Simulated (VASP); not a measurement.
# W (Pm-3m) in VASP: further runs, part 2 of 3

VASP 6.6.1.

**4. Single point, RPBE+D3(BJ)**

This run uses another cell than the first one, of 13.45 Å³/atom, 0.918 times its volume.

The input, INCAR:

```
SYSTEM = W
PREC     = Accurate       ! precision mode
ENCUT    = 500            ! plane-wave cutoff, eV
EDIFF    = 1E-6           ! SCF threshold, eV
ISMEAR   = -1             ! smearing method
SIGMA    = 0.1            ! smearing width, eV
LREAL    = .FALSE.        ! projectors in reciprocal space
LASPH    = .TRUE.         ! aspherical terms in the spheres
NELM     = 120            ! most SCF steps
ALGO     = Normal         ! electronic algorithm
ISIF     = 2              ! what is computed and relaxed
LWAVE    = .FALSE.        ! write WAVECAR
LCHARG   = .FALSE.        ! write CHGCAR
GGA      = RP             ! functional
IVDW     = 12             ! dispersion correction
NBANDS   = 13             ! bands
GGA_COMPAT= .FALSE.
```

The input, KPOINTS:

```
regular mesh
0
G
  9 9 9
  0 0 0
```

The input, POSCAR:

```
W
1.0
    2.3780362392      0.0000000000      0.0000000000
    0.0000000000      2.3780362392      0.0000000000
    0.0000000000      0.0000000000      2.3780362392
W
1
Direct
    0.0000000000      0.0000000000      0.0000000000
```

Potentials or basis: VASP PAW PBE potentials, release 64 (W_sv).

On the command line:

```
> cat potpaw_PBE.64/W_sv/POTCAR > POTCAR
> mpirun -np 1 vasp_std > vasp.out
```

OUTCAR:

```text
SYSTEM = W
   PREC = Accurate
   ENCUT = 500
   EDIFF = 1E-6
   ISMEAR = -1
   LREAL = .FALSE.
   LASPH = .TRUE.
   NELM = 120
   ISIF = 2
   GGA = RP
   IVDW = 12
 IVDW          = 12

 ion  position               nearest neighbor table
   1  0.000  0.000  0.000-

  LATTYP: Found a simple cubic cell.
 ALAT       =     2.3780362392

  Lattice vectors:

 A1 = (   2.3780362392,   0.0000000000,   0.0000000000)
 A2 = (   0.0000000000,   2.3780362392,   0.0000000000)
 A3 = (   0.0000000000,   0.0000000000,   2.3780362392)

Analysis of symmetry for initial positions (statically):
=====================================================================
 Subroutine PRICEL returns:
 Original cell was already a primitive cell.

 Routine SETGRP: Setting up the symmetry group for a
 simple cubic supercell.

 Subroutine GETGRP returns: Found 48 space group operations
 (whereof 48 operations were pure point group operations)
 out of a pool of 48 trial point group operations.

The static configuration has the point symmetry O_h .

Analysis of symmetry for dynamics (positions and initial velocities):
=====================================================================
 Subroutine PRICEL returns:
 Original cell was already a primitive cell.

 Routine SETGRP: Setting up the symmetry group for a
 simple cubic supercell.

 Subroutine GETGRP returns: Found 48 space group operations
 (whereof 48 operations were pure point group operations)
 out of a pool of 48 trial point group operations.

The dynamic configuration has the point symmetry O_h .

 Subroutine INISYM returns: Found 48 space group operations
 (whereof 48 operations are pure point group operations),
 and found     1 'primitive' translations

----------------------------------------------------------------------------------------

                                     Primitive cell

  volume of cell :      13.4479

  direct lattice vectors                    reciprocal lattice vectors
     2.378036239  0.000000000  0.000000000     0.420515038  0.000000000  0.000000000
     0.000000000  2.378036239  0.000000000     0.000000000  0.420515038  0.000000000
     0.000000000  0.000000000  2.378036239     0.000000000  0.000000000  0.420515038

  length of vectors
     2.378036239  2.378036239  2.378036239     0.420515038  0.420515038  0.420515038

  position of ions in fractional coordinates (direct lattice)
     0.000000000  0.000000000  0.000000000

  ion indices of the primitive-cell ions
   primitive index   ion index
                 1           1

----------------------------------------------------------------------------------------

 KPOINTS: regular mesh

Automatic generation of k-mesh.
 Grid dimensions read from file:
 generate k-points for:    9    9    9

 Generating k-lattice:

  Cartesian coordinates                     Fractional coordinates (reciprocal lattice)
     0.046723893  0.000000000  0.000000000     0.111111111  0.000000000  0.000000000
     0.000000000  0.046723893  0.000000000     0.000000000  0.111111111  0.000000000
     0.000000000  0.000000000  0.046723893     0.000000000  0.000000000  0.111111111

  Length of vectors
     0.046723893  0.046723893  0.046723893

  Shift w.r.t. Gamma in fractional coordinates (k-lattice)
     0.000000000  0.000000000  0.000000000

 Subroutine IBZKPT returns following result:
 ===========================================

 Found     35 irreducible k-points:

 Following reciprocal coordinates:
            Coordinates               Weight
  0.000000  0.000000  0.000000      1.000000
  0.111111  0.000000  0.000000      6.000000
  0.222222  0.000000  0.000000      6.000000
  0.333333  0.000000  0.000000      6.000000
  0.444444  0.000000  0.000000      6.000000
  0.111111  0.111111  0.000000     12.000000
[... 16 lines left out ...]
  0.333333  0.333333  0.111111     24.000000
  0.444444  0.333333  0.111111     48.000000
 [... further k-points ...]
   k-points           NKPTS =     35   k-points in BZ     NKDIM =     35   number of bands    NBANDS=     13
   number of dos      NEDOS =    301   number of ions     NIONS =      1
   total plane-waves  NPLWV =   5832
   dimension x,y,z NGX =    18 NGY =   18 NGZ =   18
   dimension x,y,z NGXF=    36 NGYF=   36 NGZF=   36
   ions per type =               1
   NGX,Y,Z   is equivalent  to a cutoff of  12.58, 12.58, 12.58 a.u.
   NGXF,Y,Z  is equivalent  to a cutoff of  25.17, 25.17, 25.17 a.u.
 SYSTEM =  W
   PREC   = accura    normal or accurate (medium, high low for compatibility)
   ISTART =      0    job   : 0-new  1-cont  2-samecut
   ICHARG =      2    charge: 1-file 2-atom 10-const
   ISPIN  =      1    spin polarized calculation?
   LNONCOLLINEAR =      F non collinear calculations
   LSORBIT =      F    spin-orbit coupling
   LASPH  =      T    aspherical Exc in radial PAW
   ENCUT  =  500.0 eV  36.75 Ry    6.06 a.u.   4.34  4.34  4.34*2*pi/ulx,y,z
   NELM   =    120;   NELMIN=  2; NELMDL= -5     # of ELM steps
   EDIFF  = 0.1E-05   stopping-criterion for ELM
   LREAL  =      F    real-space projection
   EDIFFG = 0.1E-04   stopping-criterion for IOM
   NSW    =      0    number of steps for IOM
   IBRION =     -1    ionic relax: 0-MD 1-quasi-New 2-CG
   NFREE  =      0    steps in history (QN), initial steepest desc. (CG)
   ISIF   =      2    stress and relaxation
   ISYM   =      2    0-nonsym 1-usesym 2-fastsym
   POTIM  = 0.5000    time-step for ionic-motion
   TEBEG  =    0.0;   TEEND  =   0.0 temperature during run
   PSTRESS=    0.0 pullay stress
   NELECT =      14.0000    total number of electrons
   NUPDOWN=      -1.0000    fix difference up-down
   EMIN   =  10.00;   EMAX   =-10.00  energy-range for DOS
   EFERMI =   0.00;   METHOD = LEGACY
   ISMEAR =    -1;   SIGMA  =   0.10  broadening in eV -4-tet -1-fermi 0-gaus
   EFERMI_NEDOS =   21; number of points for ismear=-14 and -15
   IALGO  =     38    algorithm
   IMIX   =      4    mixing-type and parameters
     AMIX     =   0.40;   BMIX     =  1.00
     AMIX_MAG =   1.60;   BMIX_MAG =  1.00
  volume/ion in A,a.u.               =      13.45        90.75
  Fermi-wavevector in a.u.,A,eV,Ry     =   1.659201  3.135436 37.456138  2.752948
  Thomas-Fermi vector in A             =   2.746651
   LORBIT       =      0    0 simple, 1 ext, 2 COOP (PROOUT), +10 PAW based schemes
   GGA     = RP    functional components
   LHFCALC =     F    Hartree Fock is set to
   AEXX    =    0.0000 exact exchange contribution
   IVDW    =    12    specifies the selected vdW correction
   LEPSILON=     F    determine dielectric tensor
   LRPA    =     F    only Hartree local field effects (RPA)
 non-spin polarized calculation
  energy-cutoff  :      500.00
  volume of cell :       13.45
 maximum number of plane-waves:       353
 NGX is ok and might be reduce to    18
   NGX =  9   NGY =  9   NGZ =  9

 number of electron      13.9999998 magnetization

 Free energy of the ion-electron system (eV)
  ---------------------------------------------------
  ext. energy  EPLUGINS =         0.00000000
  ---------------------------------------------------
  free energy    TOTEN  =        -9.30519325 eV

  energy without entropy =       -9.28510167  energy(sigma->0) =       -9.29514746

 E-fermi :  13.9339     XC(G=0): -14.4022

 val. band max:       13.8661871157   @ k =   0.4444   0.3333   0.1111
 cond. band min:      14.2182501748   @ k =   0.4444   0.4444   0.1111
 fundamental gap:      0.3520630591
 Fermi energy:        13.9339344004

 k-point     1 :       0.0000    0.0000    0.0000
  band No.  band energies     occupation
      1     -60.1898      2.00000
      2     -23.0682      2.00000
      3     -23.0682      2.00000
      4     -23.0682      2.00000
      5       3.8537      2.00000
      6       7.6373      2.00000
      7       7.6373      2.00000
      8      21.0100      0.00000
      9      21.0100      0.00000
     10      21.0100      0.00000
     11      31.6097      0.00000
     12      31.6097      0.00000
     13      31.6097      0.00000
[... 353 lines left out ...]
 k-point    24 :       0.4444    0.3333    0.1111
  band No.  band energies     occupation
      1     -59.6098      2.00000
      2     -25.6655      2.00000
      3     -24.9837      2.00000
      4     -22.9311      2.00000
      5       7.0368      2.00000
      6      10.8740      2.00000
      7      13.8662      1.32635
      8      14.9217      0.00010
      9      18.2683      0.00000
     10      21.4617      0.00000
     11      27.1932      0.00000
     12      30.9765      0.00000
     13      33.9829      0.00000

 [... further k-points ...]

------------------------ aborting loop because EDIFF is reached ----------------------------------------

 Edisp (eV)   -5.54146

 E8    (eV) :    -4.0558

  FORCE on cell =-STRESS in cart. coord.  units (eV):
  Direction    XX          YY          ZZ          XY          YZ          ZX
  --------------------------------------------------------------------------------------
  -------------------------------------------------------------------------------------
  Total       5.38724     5.38724     5.38724    -0.00000    -0.00000    -0.00000
  in kB     641.83174   641.83174   641.83174    -0.00000    -0.00000    -0.00000
  external pressure =      641.83 kB  Pullay stress =        0.00 kB

 VOLUME and BASIS-vectors are now :
 -----------------------------------------------------------------------------
  energy-cutoff  :      500.00
  volume of cell :       13.45
      direct lattice vectors                 reciprocal lattice vectors
     2.378036239  0.000000000  0.000000000     0.420515038  0.000000000  0.000000000
     0.000000000  2.378036239  0.000000000     0.000000000  0.420515038  0.000000000
     0.000000000  0.000000000  2.378036239     0.000000000  0.000000000  0.420515038

 POSITION                                       TOTAL-FORCE (eV/Angst)
 -----------------------------------------------------------------------------------
      0.00000      0.00000      0.00000         0.000000      0.000000      0.000000
 -----------------------------------------------------------------------------------
    total drift:                                0.000000      0.000000      0.000000

  FREE ENERGIE OF THE ION-ELECTRON SYSTEM (eV)
  ---------------------------------------------------
  free  energy   TOTEN  =       -14.8466572274 eV

  energy  without entropy=      -14.8265656526  energy(sigma->0) =      -14.83661144
```

Wall time 2.3 s (1 thread of Intel Xeon 6975P-C (Granite Rapids), shared host); peak memory 0.12 GiB.

What came out:

```
Free energy                : -14.8467 eV
Pressure                   : 64.2 GPa
Band gap on the k mesh     : zero (band 7 reaches 16.30 eV, above the bottom of band 8 at 13.47 eV)
Dispersion energy per atom : -5.541 eV
```

Levels at points of the mesh, in eV from the Fermi level:
```
           k point  band 3  band 4  band 5  band 6  band 7  band 8  band 9  band 10  band 11  band 12
(0.00, 0.00, 0.00)  -37.00  -37.00  -10.08   -6.30   -6.30    7.08    7.08     7.08    17.68    17.68
```

Caveat: the PAW data sets were made with another functional, which shifts forces and pressure a little; spin-orbit coupling is left out, which moves the levels of the heavy elements; pairwise dispersion overbinds metals, which lowers pressure and volume.

[end of part 2 of 3]
